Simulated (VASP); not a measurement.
# Pb (Fm-3m) in VASP: notebook

Pb is run at these levels: RPBE+D3(BJ), revPBE+D4; tasks: single point.

All numbers are computed with VASP 6.6.1; they aren't measurements. Logs are shortened: lines on timing, memory, paths and dates and some standing lists are left out, and cuts for length are marked.

**1. The cell of the first run**

It takes space group Fm-3m (No. 225, cubic). Conventional cell: a = 4.917 Å, b = 4.917 Å, c = 4.917 Å, α = 90.00°, β = 90.00°, γ = 90.00°. Pb (site symmetry m-3m) has 12 Pb at 3.48 Å within 4.6 Å.

**2. Single point, RPBE+D3(BJ)**

Contents of INCAR:

```
  PREC = Accurate
  ENCUT = 520
  EDIFF = 1E-6
  ISMEAR = -1
  SIGMA = 0.05
  LREAL = F
  LASPH = T
  NELM = 60
  ALGO = Fast
  ISIF = 2
  LWAVE = F
  LCHARG = F
  GGA = RP
  IVDW = 12
  NBANDS = 13
```

Contents of KPOINTS:

```
regular mesh
0
Gamma
  9 9 9
```

Contents of POSCAR:

```
Pb
1.0
    0.0000000000      2.4584086270      2.4584086270
    2.4584086270      0.0000000000      2.4584086270
    2.4584086270      2.4584086270      0.0000000000
Pb
1
Direct
    0.0000000000      0.0000000000      0.0000000000
```

Potentials or basis: VASP PAW PBE potentials, release 64 (Pb_d).

The run is started by

```
$ cat potpaw_PBE.64/Pb_d/POTCAR > POTCAR
$ mpirun -np 1 vasp_std > vasp.out
```

OUTCAR:

```text
PREC = Accurate
   ENCUT = 520
   EDIFF = 1E-6
   ISMEAR = -1
   LREAL = F
   LASPH = T
   NELM = 60
   ISIF = 2
   GGA = RP
   IVDW = 12
 IVDW          = 12

 ion  position               nearest neighbor table
   1  0.000  0.000  0.000-

  LATTYP: Found a face centered cubic cell.
 ALAT       =     4.9168172540

  Lattice vectors:

 A1 = (   0.0000000000,   2.4584086270,   2.4584086270)
 A2 = (   2.4584086270,   0.0000000000,   2.4584086270)
 A3 = (   2.4584086270,   2.4584086270,   0.0000000000)

Analysis of symmetry for initial positions (statically):
[... 5 lines left out ...]
 face centered cubic supercell.

 Subroutine GETGRP returns: Found 48 space group operations
 (whereof 48 operations were pure point group operations)
 out of a pool of 48 trial point group operations.

The static configuration has the point symmetry O_h .

Analysis of symmetry for dynamics (positions and initial velocities):
[... 5 lines left out ...]
 face centered cubic supercell.

 Subroutine GETGRP returns: Found 48 space group operations
 (whereof 48 operations were pure point group operations)
 out of a pool of 48 trial point group operations.

The dynamic configuration has the point symmetry O_h .

 Subroutine INISYM returns: Found 48 space group operations
 (whereof 48 operations are pure point group operations),
 and found     1 'primitive' translations

----------------------------------------------------------------------------------------

                                     Primitive cell

  volume of cell :      29.7161

  direct lattice vectors                    reciprocal lattice vectors
     0.000000000  2.458408627  2.458408627    -0.203383601  0.203383601  0.203383601
     2.458408627  0.000000000  2.458408627     0.203383601 -0.203383601  0.203383601
     2.458408627  2.458408627  0.000000000     0.203383601  0.203383601 -0.203383601

  length of vectors
     3.476714822  3.476714822  3.476714822     0.352270731  0.352270731  0.352270731

  position of ions in fractional coordinates (direct lattice)
     0.000000000  0.000000000  0.000000000

  ion indices of the primitive-cell ions
   primitive index   ion index
                 1           1

----------------------------------------------------------------------------------------

 KPOINTS: regular mesh

Automatic generation of k-mesh.
 Grid dimensions read from file:
 generate k-points for:    9    9    9

 Generating k-lattice:

  Cartesian coordinates                     Fractional coordinates (reciprocal lattice)
    -0.022598178  0.022598178  0.022598178     0.111111111  0.000000000  0.000000000
     0.022598178 -0.022598178  0.022598178     0.000000000  0.111111111  0.000000000
     0.022598178  0.022598178 -0.022598178     0.000000000  0.000000000  0.111111111

  Length of vectors
     0.039141192  0.039141192  0.039141192

  Shift w.r.t. Gamma in fractional coordinates (k-lattice)
     0.000000000  0.000000000  0.000000000

 Subroutine IBZKPT returns following result:
 ===========================================

 Found     35 irreducible k-points:

 Following reciprocal coordinates:
            Coordinates               Weight
  0.000000  0.000000  0.000000      1.000000
  0.111111  0.000000  0.000000      8.000000
  0.222222  0.000000  0.000000      8.000000
  0.333333  0.000000  0.000000      8.000000
  0.444444  0.000000  0.000000      8.000000
  0.111111  0.111111  0.000000      6.000000
[... 16 lines left out ...]
 -0.333333  0.333333  0.000000     12.000000
  0.444444  0.444444  0.000000      6.000000
 [... further k-points ...]
   k-points           NKPTS =     35   k-points in BZ     NKDIM =     35   number of bands    NBANDS=     13
   number of dos      NEDOS =    301   number of ions     NIONS =      1
   total plane-waves  NPLWV =  21952
   dimension x,y,z NGX =    28 NGY =   28 NGZ =   28
   dimension x,y,z NGXF=    56 NGYF=   56 NGZF=   56
   ions per type =               1
   NGX,Y,Z   is equivalent  to a cutoff of  13.39, 13.39, 13.39 a.u.
   NGXF,Y,Z  is equivalent  to a cutoff of  26.78, 26.78, 26.78 a.u.
 SYSTEM =  unknown system
   PREC   = accura    normal or accurate (medium, high low for compatibility)
   ISTART =      0    job   : 0-new  1-cont  2-samecut
   ICHARG =      2    charge: 1-file 2-atom 10-const
   ISPIN  =      1    spin polarized calculation?
   LNONCOLLINEAR =      F non collinear calculations
   LSORBIT =      F    spin-orbit coupling
   LASPH  =      T    aspherical Exc in radial PAW
   ENCUT  =  520.0 eV  38.22 Ry    6.18 a.u.   6.46  6.46  6.46*2*pi/ulx,y,z
   NELM   =     60;   NELMIN=  2; NELMDL= -5     # of ELM steps
   EDIFF  = 0.1E-05   stopping-criterion for ELM
   LREAL  =      F    real-space projection
   EDIFFG = 0.1E-04   stopping-criterion for IOM
   NSW    =      0    number of steps for IOM
   IBRION =     -1    ionic relax: 0-MD 1-quasi-New 2-CG
   NFREE  =      0    steps in history (QN), initial steepest desc. (CG)
   ISIF   =      2    stress and relaxation
   ISYM   =      2    0-nonsym 1-usesym 2-fastsym
   POTIM  = 0.5000    time-step for ionic-motion
   TEBEG  =    0.0;   TEEND  =   0.0 temperature during run
   PSTRESS=    0.0 pullay stress
   NELECT =      14.0000    total number of electrons
   NUPDOWN=      -1.0000    fix difference up-down
   EMIN   =  10.00;   EMAX   =-10.00  energy-range for DOS
   EFERMI =   0.00;   METHOD = LEGACY
   ISMEAR =    -1;   SIGMA  =   0.05  broadening in eV -4-tet -1-fermi 0-gaus
   EFERMI_NEDOS =   21; number of points for ismear=-14 and -15
   IALGO  =     68    algorithm
   IMIX   =      4    mixing-type and parameters
     AMIX     =   0.40;   BMIX     =  1.00
     AMIX_MAG =   1.60;   BMIX_MAG =  1.00
  volume/ion in A,a.u.               =      29.72       200.53
  Fermi-wavevector in a.u.,A,eV,Ry     =   1.273855  2.407238 22.078274  1.622707
  Thomas-Fermi vector in A             =   2.406656
   LORBIT       =      0    0 simple, 1 ext, 2 COOP (PROOUT), +10 PAW based schemes
   GGA     = RP    functional components
   LHFCALC =     F    Hartree Fock is set to
   AEXX    =    0.0000 exact exchange contribution
   IVDW    =    12    specifies the selected vdW correction
   LEPSILON=     F    determine dielectric tensor
   LRPA    =     F    only Hartree local field effects (RPA)
 non-spin polarized calculation
 RMM-DIIS sequential band-by-band and
  energy-cutoff  :      520.00
  volume of cell :       29.72
 maximum number of plane-waves:       821
 NGX is ok and might be reduce to    28
   NGX = 13   NGY = 13   NGZ = 13

 number of electron      13.9999999 magnetization

 Free energy of the ion-electron system (eV)
  ---------------------------------------------------
  ext. energy  EPLUGINS =         0.00000000
  ---------------------------------------------------
  free energy    TOTEN  =        -3.14814085 eV

  energy without entropy =       -3.14508083  energy(sigma->0) =       -3.14661084

 E-fermi :   7.4867     XC(G=0): -10.1862

 val. band max:        7.2652911004   @ k =  -0.3333   0.3333   0.1111
 cond. band min:       7.4890993116   @ k =  -0.2222   0.3333   0.1111
 fundamental gap:      0.2238082112
 Fermi energy:         7.4867053559

 k-point     1 :       0.0000    0.0000    0.0000
  band No.  band energies     occupation
      1      -9.5213      2.00000
      2      -9.5213      2.00000
      3      -9.5213      2.00000
      4      -9.3741      2.00000
      5      -9.3741      2.00000
      6      -4.2485      2.00000
      7      15.2428      0.00000
      8      15.2428      0.00000
      9      15.2428      0.00000
     10      17.3750      0.00000
     11      19.1980      0.00000
     12      20.2567      0.00000
     13      20.2567      0.00000

 k-point     2 :       0.1111    0.0000    0.0000
  band No.  band energies     occupation
      1      -9.5221      2.00000
      2      -9.5040      2.00000
      3      -9.5040      2.00000
      4      -9.3742      2.00000
      5      -9.3742      2.00000
      6      -4.0054      2.00000
      7      12.8125      0.00000
      8      14.9527      0.00000
      9      14.9527      0.00000
     10      17.0202      0.00000
     11      20.1311      0.00000
     12      20.7761      0.00000
     13      20.7772      0.00000

 k-point     3 :       0.2222    0.0000    0.0000
  band No.  band energies     occupation
      1      -9.5282      2.00000
      2      -9.4836      2.00000
      3      -9.4836      2.00000
      4      -9.3504      2.00000
      5      -9.3504      2.00000
      6      -3.2766      2.00000
      7       9.2740      0.00000
      8      14.3375      0.00000
      9      14.3375      0.00000
     10      16.7095      0.00000
     11      19.5669      0.00000
     12      20.3667      0.00000
     13      20.3667      0.00000
[... 305 lines left out ...]
 k-point    23 :      -0.3333    0.3333    0.0000
  band No.  band energies     occupation
      1      -9.5805      2.00000
      2      -9.4147      2.00000
      3      -9.3649      2.00000
      4      -9.3409      2.00000
      5      -9.2725      2.00000
      6       0.4924      2.00000
      7       5.7833      2.00000
      8       6.0510      2.00000
      9      11.3756      0.00000
     10      14.5842      0.00000
     11      21.5207      0.00000
     12      23.1400      0.00000
     13      23.1457      0.00000

 k-point    24 :       0.4444    0.4444    0.0000
  band No.  band energies     occupation
      1      -9.6892      2.00000
      2      -9.5940      2.00000
      3      -9.2482      2.00000
      4      -9.2070      2.00000
      5      -9.2070      2.00000
      6       0.4930      2.00000
      7       4.8801      2.00000
      8       9.8258      0.00000
      9       9.8258      0.00000
     10      13.1440      0.00000
     11      14.3609      0.00000
     12      26.0025      0.00000
     13      27.8248      0.00000

 [... further k-points ...]

------------------------ aborting loop because EDIFF is reached ----------------------------------------

 Edisp (eV)   -2.53047

 E8    (eV) :    -1.8288

  FORCE on cell =-STRESS in cart. coord.  units (eV):
  Direction    XX          YY          ZZ          XY          YZ          ZX
  --------------------------------------------------------------------------------------
  -------------------------------------------------------------------------------------
  Total      -3.04286    -3.04286    -3.04286     0.00000    -0.00000     0.00000
  in kB    -164.05924  -164.05924  -164.05924     0.00000    -0.00000     0.00000
  external pressure =     -164.06 kB  Pullay stress =        0.00 kB

 VOLUME and BASIS-vectors are now :
 -----------------------------------------------------------------------------
  energy-cutoff  :      520.00
  volume of cell :       29.72
      direct lattice vectors                 reciprocal lattice vectors
     0.000000000  2.458408627  2.458408627    -0.203383601  0.203383601  0.203383601
     2.458408627  0.000000000  2.458408627     0.203383601 -0.203383601  0.203383601
     2.458408627  2.458408627  0.000000000     0.203383601  0.203383601 -0.203383601

 POSITION                                       TOTAL-FORCE (eV/Angst)
 -----------------------------------------------------------------------------------
      0.00000      0.00000      0.00000         0.000000      0.000000      0.000000
 -----------------------------------------------------------------------------------
    total drift:                               -0.000000     -0.000000     -0.000000

  FREE ENERGIE OF THE ION-ELECTRON SYSTEM (eV)
  ---------------------------------------------------
  free  energy   TOTEN  =        -5.6786131771 eV

  energy  without entropy=       -5.6755531590  energy(sigma->0) =       -5.67708317
```

Wall time 12 s (1 thread of AMD EPYC 7R13, shared host); peak memory 0.16 GiB.

Results:

```
Free energy                : -5.6786 eV
Pressure                   : -16.4 GPa
Band gap on the k mesh     : zero (band 7 reaches 15.24 eV, above the bottom of band 8 at 6.05 eV)
Dispersion energy per atom : -2.530 eV
```

Caveat: the PAW data sets were made with another functional, which shifts forces and pressure a little; spin-orbit coupling is left out, which moves the levels of the heavy elements; pairwise dispersion overbinds metals, which lowers pressure and volume.

**3. Single point, revPBE+D4**

This run uses another cell than the first one, of 29.11 Å³/atom, 0.980 times its volume.

Contents of INCAR:

```
SYSTEM = Pb
ALGO = Normal ; EDIFF = 1E-6
ENCUT = 520 ; GGA = RE
ISIF = 2 ; ISMEAR = -1
IVDW = 13 ; LASPH = .True.
LCHARG = .False. ; LREAL = .False.
LWAVE = .False. ; NBANDS = 13
NELM = 60 ; PREC = Accurate
SIGMA = 0.05
```

Contents of KPOINTS:

```
k-points
0
Gamma
  9 9 9
  0 0 0
```

Contents of POSCAR:

```
Pb
1.0
    0.0000000000      2.4415696833      2.4415696833
    2.4415696833      0.0000000000      2.4415696833
    2.4415696833      2.4415696833      0.0000000000
Pb
1
Direct
    0.0000000000      0.0000000000      0.0000000000
```

Potentials or basis: VASP PAW PBE potentials, release 64 (Pb_d).

The run is started by

```
$ cat potpaw_PBE.64/Pb_d/POTCAR > POTCAR
$ mpirun -np 1 vasp_std > vasp.out
```

It took 9.4 s on 1 thread of AMD EPYC 7R13, shared host; peak memory 0.16 GiB.

It converged, with:

```
Free energy                : -3.8234 eV
Pressure                   : 2.4 GPa
Band gap on the k mesh     : zero (band 7 reaches 15.60 eV, above the bottom of band 8 at 6.21 eV)
Dispersion energy per atom : -0.622 eV
```

Levels at points of the mesh, in eV from the Fermi level:
```csv
k point,band 4,band 5,band 6,band 7,band 8,band 9,band 10,band 11
"(0.00, 0.00, 0.00)",-16.83,-16.83,-11.87,7.93,7.93,7.93,9.92,12.00
```

Caveat: the PAW data sets were made with another functional, which shifts forces and pressure a little; spin-orbit coupling is left out, which moves the levels of the heavy elements; pairwise dispersion overbinds metals, which lowers pressure and volume.
